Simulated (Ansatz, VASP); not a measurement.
## MgS: VASP beside Ansatz

```
Mg S
1.0
     0.00000    2.49758    2.49758
     2.49758    0.00000    2.49758
     2.49758    2.49758    0.00000
Mg S
1 1
Direct
  0.00000 0.00000 0.00000
  0.50000 0.50000 0.50000
```

Change from the starting cell: strain -0.040 along x and y, -0.040 along z, atoms carried along.

Alike in both runs: task single point; functional r2SCAN; k mesh 8 × 8 × 8; occupations gaussian, width 0.05 eV; no spin polarisation.

```csv
,VASP,Ansatz
version,VASP 6.6.1,Ansatz 0.2.0
potentials or method,"VASP PAW PBE potentials, release 64 (Mg, S), cutoff 520 eV","scalar-relativistic, plane waves, PAW"
valence electrons in the cell,8,16
```

|  | VASP | Ansatz | Ansatz less VASP |
| --- | --- | --- | --- |
| gap on the k mesh at the Fermi level (eV) | 3.69 | 3.71 | +0.022 |
| least direct gap on the mesh (eV) | 5.72 | 5.74 | +0.018 |
| pressure (GPa) | 12.0 | 12.5 | +0.54 |

VASP's potentials were made for PBE, not for r2SCAN. The functional is the same, so the differences come from potentials, cutoffs and numerics. VASP's potentials hold 8 valence electrons a cell and Ansatz's 16, so a difference there can come from the potentials and not from the codes.
